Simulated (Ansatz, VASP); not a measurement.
# One calculation of C, two programs

```
C
1.0
     0.00000    1.78014    1.75344
     1.78014    0.00000    1.75344
     1.78014    1.78014    0.00000
C
2
Direct
  0.50000 0.50000 0.50000
  0.75000 0.75000 0.75000
```

Change from the starting cell: strain -0.0150 x Voigt [0, 0, 1, 0, 0, 0], atoms carried along.

Alike in both runs: task single point; functional r2SCAN; k mesh 12 × 12 × 12; occupations gaussian, width 0.05 eV; no spin polarisation.

|  | VASP | Ansatz |
| --- | --- | --- |
| version | VASP 6.6.1 | Ansatz 0.2.0 |
| potentials or method | VASP PAW PBE potentials, release 64 (C_h), cutoff 910 eV | scalar-relativistic, plane waves, PAW |
| valence electrons in the cell | 8 | 8 |

|  | VASP | Ansatz | Ansatz less VASP |
| --- | --- | --- | --- |
| gap on the k mesh at the Fermi level (eV) | 4.02 | 4.02 | -0.002 |
| least direct gap on the mesh (eV) | 5.64 | 5.65 | +0.002 |

VASP's potentials were made for PBE, not for r2SCAN.

Noted on VASP's run: the cutoff is short for stress, so the pressure is rough.
